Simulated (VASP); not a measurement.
# Si2Mo (I4/mmm) in VASP: single point with PBE

Aim: the single point of Si2Mo with PBE.

Everything below comes from runs of VASP 6.6.1. Logs are shortened: lines on timing, memory, paths and dates and some standing lists are left out, and cuts for length are marked.

### Step 1. The cell of the first run

Symmetry: I4/mmm, No. 139, tetragonal system. The conventional cell has a = 3.217 Å, b = 3.217 Å, c = 7.878 Å, α = 90.00°, β = 90.00°, γ = 90.00°. Within 3.4 Å of Si (site symmetry 4mm) lie 9 Si at 2.60 to 3.22 Å and 5 Mo at 2.62 to 2.64 Å. Mo (site symmetry 4/mmm) has 10 Si at 2.62 to 2.64 Å and 4 Mo at 3.22 Å within 3.5 Å.

### Step 2. Single point, PBE

Contents of INCAR:

```
SYSTEM = Si2Mo
ALGO = Normal ; EDIFF = 1E-6
ENCUT = 520 ; GGA = PE
ISIF = 2 ; ISMEAR = -1
LASPH = .TRUE. ; LCHARG = .TRUE.
LELF = .TRUE. ; LREAL = .FALSE.
LVHAR = .TRUE. ; LWAVE = .FALSE.
NBANDS = 18 ; NELM = 60
PREC = Accurate ; SIGMA = 0.15
```

Contents of KPOINTS:

```
k-points
0
G
  18 18 18
  0 0 0
```

Contents of POSCAR:

```
Si2Mo
1.0
   -1.6083031774      1.6083031774      3.9389712937
    1.6083031774     -1.6083031774      3.9389712937
    1.6083031774      1.6083031774     -3.9389712937
Si Mo
2 1
Direct
    0.3349964453      0.3349964453      0.0000000000
    0.6650035547      0.6650035547      0.0000000000
    0.0000000000      0.0000000000      0.0000000000
```

Potentials or basis: VASP PAW PBE potentials, release 64 (Si, Mo_sv).

Run with:

```
$ cat potpaw_PBE.64/Si/POTCAR potpaw_PBE.64/Mo_sv/POTCAR > POTCAR
$ mpirun -np 1 vasp_std > vasp.out
```

OUTCAR:

```text
SYSTEM = Si2Mo
   EDIFF = 1E-6
   ENCUT = 520
   GGA = PE
   ISIF = 2
   ISMEAR = -1
   LASPH = .TRUE.
   LREAL = .FALSE.
   NELM = 60
   PREC = Accurate

 ion  position               nearest neighbor table
   1  0.335  0.335  0.000-   2 2.60   3 2.62   3 2.62   3 2.62   3 2.62   3 2.64   2 2.64   2 2.64
                             2 2.64   2 2.64
   2  0.665  0.665  0.000-   1 2.60   3 2.62   3 2.62   3 2.62   3 2.62   3 2.64   1 2.64   1 2.64
                             1 2.64   1 2.64
   3  0.000  0.000  0.000-   2 2.62   2 2.62   2 2.62   1 2.62   2 2.62   1 2.62   1 2.62   1 2.62
                             1 2.64   2 2.64

  LATTYP: Found a body centered tetragonal cell.
 ALAT       =     3.2166063548
 C/A-ratio  =     2.4491472435

  Lattice vectors:

 A1 = (  -1.6083031774,   1.6083031774,   3.9389712937)
 A2 = (   1.6083031774,  -1.6083031774,   3.9389712937)
 A3 = (   1.6083031774,   1.6083031774,  -3.9389712937)

Analysis of symmetry for initial positions (statically):
=====================================================================
 Subroutine PRICEL returns:
 Original cell was already a primitive cell.

 Routine SETGRP: Setting up the symmetry group for a
 body centered tetragonal supercell.

 Subroutine GETGRP returns: Found 16 space group operations
 (whereof 16 operations were pure point group operations)
 out of a pool of 16 trial point group operations.

The static configuration has the point symmetry D_4h.

Analysis of symmetry for dynamics (positions and initial velocities):
=====================================================================
 Subroutine PRICEL returns:
 Original cell was already a primitive cell.

 Routine SETGRP: Setting up the symmetry group for a
 body centered tetragonal supercell.

 Subroutine GETGRP returns: Found 16 space group operations
 (whereof 16 operations were pure point group operations)
 out of a pool of 16 trial point group operations.

The dynamic configuration has the point symmetry D_4h.

 Subroutine INISYM returns: Found 16 space group operations
 (whereof 16 operations are pure point group operations),
 and found     1 'primitive' translations

----------------------------------------------------------------------------------------

                                     Primitive cell

  volume of cell :      40.7548

  direct lattice vectors                    reciprocal lattice vectors
    -1.608303177  1.608303177  3.938971294     0.000000000  0.310886658  0.126936696
     1.608303177 -1.608303177  3.938971294     0.310886658  0.000000000  0.126936696
     1.608303177  1.608303177 -3.938971294     0.310886658  0.310886658  0.000000000

  length of vectors
     4.548491296  4.548491296  4.548491296     0.335802678  0.335802678  0.439660128

  position of ions in fractional coordinates (direct lattice)
     0.334996445  0.334996445  0.000000000
     0.665003555  0.665003555  0.000000000
     0.000000000  0.000000000  0.000000000

  ion indices of the primitive-cell ions
   primitive index   ion index
                 1           1
                 2           2
                 3           3

----------------------------------------------------------------------------------------

 KPOINTS: k-points

Automatic generation of k-mesh.
 Grid dimensions read from file:
 generate k-points for:   18   18   18

 Generating k-lattice:

  Cartesian coordinates                     Fractional coordinates (reciprocal lattice)
     0.000000000  0.017271481  0.007052039     0.055555556  0.000000000  0.000000000
     0.017271481  0.000000000  0.007052039     0.000000000  0.055555556  0.000000000
     0.017271481  0.017271481  0.000000000     0.000000000  0.000000000  0.055555556

  Length of vectors
     0.018655704  0.018655704  0.024425563

  Shift w.r.t. Gamma in fractional coordinates (k-lattice)
     0.000000000  0.000000000  0.000000000

 Subroutine IBZKPT returns following result:
 ===========================================

 Found    480 irreducible k-points:

 Following reciprocal coordinates:
            Coordinates               Weight
  0.000000  0.000000  0.000000      1.000000
  0.055556 -0.000000  0.000000      8.000000
  0.111111 -0.000000  0.000000      8.000000
  0.166667  0.000000 -0.000000      8.000000
  0.222222  0.000000  0.000000      8.000000
  0.277778  0.000000  0.000000      8.000000
[... 16 lines left out ...]
 -0.277778  0.055556 -0.000000     16.000000
 -0.222222  0.055556  0.000000     16.000000
 [... further k-points ...]
   k-points           NKPTS =    480   k-points in BZ     NKDIM =    480   number of bands    NBANDS=     18
   number of dos      NEDOS =    301   number of ions     NIONS =      3
   total plane-waves  NPLWV =  46656
   dimension x,y,z NGX =    36 NGY =   36 NGZ =   36
   dimension x,y,z NGXF=    72 NGYF=   72 NGZF=   72
   ions per type =               2   1
   NGX,Y,Z   is equivalent  to a cutoff of  13.16, 13.16, 13.16 a.u.
   NGXF,Y,Z  is equivalent  to a cutoff of  26.32, 26.32, 26.32 a.u.
 SYSTEM =  Si2Mo
   PREC   = accura    normal or accurate (medium, high low for compatibility)
   ISTART =      0    job   : 0-new  1-cont  2-samecut
   ICHARG =      2    charge: 1-file 2-atom 10-const
   ISPIN  =      1    spin polarized calculation?
   LNONCOLLINEAR =      F non collinear calculations
   LSORBIT =      F    spin-orbit coupling
   LASPH  =      T    aspherical Exc in radial PAW
   ENCUT  =  520.0 eV  38.22 Ry    6.18 a.u.   8.46  8.46  8.46*2*pi/ulx,y,z
   NELM   =     60;   NELMIN=  2; NELMDL= -5     # of ELM steps
   EDIFF  = 0.1E-05   stopping-criterion for ELM
   LREAL  =      F    real-space projection
   EDIFFG = 0.1E-04   stopping-criterion for IOM
   NSW    =      0    number of steps for IOM
   IBRION =     -1    ionic relax: 0-MD 1-quasi-New 2-CG
   NFREE  =      0    steps in history (QN), initial steepest desc. (CG)
   ISIF   =      2    stress and relaxation
   ISYM   =      2    0-nonsym 1-usesym 2-fastsym
   POTIM  = 0.5000    time-step for ionic-motion
   TEBEG  =    0.0;   TEEND  =   0.0 temperature during run
   PSTRESS=    0.0 pullay stress
   NELECT =      22.0000    total number of electrons
   NUPDOWN=      -1.0000    fix difference up-down
   EMIN   =  10.00;   EMAX   =-10.00  energy-range for DOS
   EFERMI =   0.00;   METHOD = LEGACY
   ISMEAR =    -1;   SIGMA  =   0.15  broadening in eV -4-tet -1-fermi 0-gaus
   EFERMI_NEDOS =   21; number of points for ismear=-14 and -15
   IALGO  =     38    algorithm
   IMIX   =      4    mixing-type and parameters
     AMIX     =   0.40;   BMIX     =  1.00
     AMIX_MAG =   1.60;   BMIX_MAG =  1.00
  volume/ion in A,a.u.               =      13.58        91.68
  Fermi-wavevector in a.u.,A,eV,Ry     =   1.332978  2.518962 24.175229  1.776829
  Thomas-Fermi vector in A             =   2.461871
   LORBIT       =      0    0 simple, 1 ext, 2 COOP (PROOUT), +10 PAW based schemes
   GGA     = PE    functional components
   LHFCALC =     F    Hartree Fock is set to
   AEXX    =    0.0000 exact exchange contribution
   IVDW    =     0    specifies the selected vdW correction
   LEPSILON=     F    determine dielectric tensor
   LRPA    =     F    only Hartree local field effects (RPA)
 non-spin polarized calculation
  energy-cutoff  :      520.00
  volume of cell :       40.75
 maximum number of plane-waves:      1134
 NGX is ok and might be reduce to    36
   NGX = 17   NGY = 17   NGZ = 17

 number of electron      22.0000000 magnetization

 Free energy of the ion-electron system (eV)
  ---------------------------------------------------
  ext. energy  EPLUGINS =         0.00000000
  ---------------------------------------------------
  free energy    TOTEN  =       -23.27335941 eV

  energy without entropy =      -23.24374412  energy(sigma->0) =      -23.25855176

 E-fermi :  12.0627     XC(G=0): -12.3672

 val. band max:       12.0626024051   @ k =  -0.0556   0.0556   0.0000
 cond. band min:      12.0663192692   @ k =   0.0556   0.0556   0.0000
 fundamental gap:      0.0037168641
 Fermi energy:        12.0627257690

 k-point     1 :       0.0000    0.0000    0.0000
  band No.  band energies     occupation
      1     -48.6746      2.00000
      2     -22.8174      2.00000
      3     -22.7473      2.00000
      4     -22.7473      2.00000
      5      -1.2535      2.00000
      6       5.7627      2.00000
[... 10 lines left out ...]
     17      17.1046      0.00000
     18      17.1046      0.00000

 k-point     2 :       0.0556   -0.0000    0.0000
  band No.  band energies     occupation
      1     -48.6741      2.00000
      2     -22.8169      2.00000
      3     -22.7548      2.00000
      4     -22.7466      2.00000
      5      -1.1979      2.00000
      6       5.7648      2.00000
[... 10 lines left out ...]
     17      17.1410      0.00000
     18      17.4773      0.00000

 k-point     3 :       0.1111   -0.0000    0.0000
  band No.  band energies     occupation
      1     -48.6726      2.00000
      2     -22.8153      2.00000
      3     -22.7762      2.00000
      4     -22.7447      2.00000
      5      -1.0323      2.00000
      6       5.7602      2.00000
[... 10 lines left out ...]
     17      17.3284      0.00000
     18      18.2911      0.00000

 k-point     4 :       0.1667    0.0000   -0.0000
  band No.  band energies     occupation
      1     -48.6703      2.00000
      2     -22.8133      2.00000
      3     -22.8084      2.00000
      4     -22.7416      2.00000
      5      -0.7606      2.00000
      6       5.7089      2.00000
[... 375 lines left out ...]
      4     -22.7372      2.00000
      5       0.5862      2.00000
      6       4.7628      2.00000
[... 10 lines left out ...]
     17      19.0889      0.00000
     18      20.4661      0.00000

 k-point    23 :      -0.2778    0.0556   -0.0000
  band No.  band energies     occupation
      1     -48.6640      2.00000
      2     -22.8897      2.00000
      3     -22.8049      2.00000
      4     -22.7410      2.00000
      5       0.0526      2.00000
      6       5.3590      2.00000
[... 10 lines left out ...]
     17      18.8412      0.00000
     18      20.2827      0.00000

 k-point    24 :      -0.2222    0.0556    0.0000
  band No.  band energies     occupation
      1     -48.6670      2.00000
      2     -22.8477      2.00000
      3     -22.8081      2.00000
      4     -22.7450      2.00000
      5      -0.3975      2.00000
      6       5.7902      2.00000
[... 10 lines left out ...]
     17      18.2094      0.00000
     18      20.4349      0.00000

 [... further k-points ...]

------------------------ aborting loop because EDIFF is reached ----------------------------------------

  FORCE on cell =-STRESS in cart. coord.  units (eV):
  Direction    XX          YY          ZZ          XY          YZ          ZX
  --------------------------------------------------------------------------------------
  -------------------------------------------------------------------------------------
  Total        0.0445417      0.0445417      0.0382287      0.0000000     -0.0000000      0.0000000
  in kB        1.7510495      1.7510495      1.5028703      0.0000000     -0.0000000      0.0000000
  external PRESSURE =       1.6683231 kB  Pullay stress =       0.0000000 kB

 VOLUME and BASIS-vectors are now :
 -----------------------------------------------------------------------------
  energy-cutoff  :      520.00
  volume of cell :       40.75
      direct lattice vectors                 reciprocal lattice vectors
    -1.608303177  1.608303177  3.938971294     0.000000000  0.310886658  0.126936696
     1.608303177 -1.608303177  3.938971294     0.310886658  0.000000000  0.126936696
     1.608303177  1.608303177 -3.938971294     0.310886658  0.310886658  0.000000000

 POSITION                                       TOTAL-FORCE (eV/Angst)
 -----------------------------------------------------------------------------------
      0.00000      0.00000      2.63908        -0.000000     -0.000000     -0.004284
      0.00000      0.00000      5.23886        -0.000000     -0.000000      0.004284
      0.00000      0.00000      0.00000         0.000000      0.000000      0.000000
 -----------------------------------------------------------------------------------
    total drift:                               -0.000000      0.000000     -0.000000

  FREE ENERGIE OF THE ION-ELECTRON SYSTEM (eV)
  ---------------------------------------------------
  free  energy   TOTEN  =       -23.2733594057 eV

  energy  without entropy=      -23.2437441211  energy(sigma->0) =      -23.25855176
```

Run time: 7.3 min. Hardware: 1 thread of Intel Xeon Platinum 8488C (Sapphire Rapids), shared host; peak memory 0.46 GiB.

Results:

```
Free energy            : -23.2734 eV
Pressure               : 0.2 GPa
Largest force          : 0.004 eV/Å
Band gap on the k mesh : zero (bands 11 and 12 overlap by 0.94 eV)
```

Forces on the atoms (eV/Å):
```
Si   0.000  0.000 -0.004
Si   0.000  0.000  0.004
Mo   0.000  0.000  0.000
```
